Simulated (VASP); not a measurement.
Here is a VASP 6.6.1 calculation.

File INCAR:

```
SYSTEM = ZrC
PREC = Accurate ; ENCUT = 520
EDIFF = 1E-6 ; ISMEAR = 1
SIGMA = 0.005 ; LREAL = .False.
LASPH = .True. ; NELM = 150
ALGO = Normal ; ISIF = 2
LWAVE = .False. ; LCHARG = .True.
ISPIN = 2 ; MAGMOM = 0.5 0
LORBIT = 11 ; LMAXMIX = 4
GGA = RE ; LELF = .True.
LVHAR = .True. ; NBANDS = 19
```

KPOINTS

```
Automatic mesh
0
Gamma
  10 10 10
  0 0 0
```

Contents of POSCAR:

```
ZrC
1.0
    0.0000000000      2.3650000000      2.3650000000
    2.3650000000      0.0000000000      2.3650000000
    2.3650000000      2.3650000000      0.0000000000
Zr C
1 1
Direct
    0.5000000000      0.5000000000      0.5000000000
    0.0000000000      0.0000000000      0.0000000000
```

Potentials or basis: VASP PAW PBE potentials, release 64 (Zr_sv, C).

Run with:

```bash
$ cat potpaw_PBE.64/Zr_sv/POTCAR potpaw_PBE.64/C/POTCAR > POTCAR
$ mpirun -np 1 vasp_std > vasp.out
```

Problem. Estimate the pressure.

Solution. -0.4 GPa.

Problem. What does it give for the net moment?

Solution. 0.00 μB per cell.

Caveat: the PAW data sets were made with another functional, which shifts forces and pressure a little.
